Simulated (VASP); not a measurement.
**B4Pb5O11: single point with PBE**

System: B4Pb5O11.

```
Pb O B
1.0
     6.96100   -0.17027   -0.29950
    -0.17027    6.79691   -0.04644
    -0.29950   -0.04644    6.97123
Pb O B
5 11 4
Direct
  0.63545 0.26849 0.24019
  0.45686 0.68903 0.41608
  0.21177 0.21507 0.92049
  0.76687 0.53885 0.79145
  0.00120 0.91212 0.44769
  0.24207 0.39750 0.27734
  0.01133 0.63329 0.02154
  0.64152 0.19782 0.87545
  0.94581 0.96122 0.84554
  0.67921 0.01263 0.62042
  0.16912 0.55699 0.58613
  0.11688 0.19991 0.52441
  0.13837 0.96734 0.11730
  0.71595 0.58955 0.28895
  0.61416 0.84931 0.90539
  0.53936 0.31630 0.54861
  0.01436 0.83937 0.00376
  0.60367 0.17906 0.65703
  0.73296 0.98457 0.84941
  0.17571 0.39131 0.47226
```

```
Program             : VASP 6.6.1
Task                : single point
Functional          : PBE
Potentials or basis : VASP PAW PBE potentials, release 64 (Pb_d, O, B)
Cutoff              : 520 eV
k mesh              : 1 × 1 × 1
Occupations         : fermi-dirac, width 0.1172 eV
Spin                : no spin polarisation
```

The pressure is 1.8 GPa and the largest force is 2.997 eV/Å.

Forces on the atoms (eV/Å):
```
Pb   0.068  0.814  0.740
Pb  -0.876  0.378 -0.890
Pb  -0.328  1.072  0.580
Pb   0.411  1.851  1.028
Pb   0.162 -1.447 -0.399
O    0.704  0.537  0.697
O   -0.759  2.469 -0.879
O    0.675  0.482 -0.354
O   -1.393 -0.391  0.078
O    1.083 -1.679 -1.706
O   -0.168 -1.022 -0.314
O    0.172  1.383  1.244
O   -0.023 -0.663  1.482
O   -0.323 -0.940 -0.035
O   -0.514 -2.560  1.293
O   -0.952  1.290 -0.850
B    2.321 -1.885  0.199
B    0.096  0.419  1.911
B   -0.248  0.561 -2.215
B   -0.108 -0.671 -1.608
```

Stress tensor (GPa, compression positive):
```
 1.79  1.36  2.85
 1.36  0.92 -3.27
 2.85 -3.27  2.55
```

Levels at points of the mesh, in eV from the Fermi level:
```csv
k point,band 71,band 72,band 73,band 74,band 75,band 76,band 77,band 78
"(0.00, 0.00, 0.00)",-1.46,-1.33,-1.12,-1.01,0.97,1.62,1.88,2.12
```

Wall time 2.7 min on 1 thread of Intel Xeon 8259CL, on a shared host, peak memory 0.37 GiB.

Caveat: the k points lie up to 0.93 Å⁻¹ apart; the atoms stand as in a frame of molecular dynamics; spin-orbit coupling is left out, which moves the levels of the heavy elements.
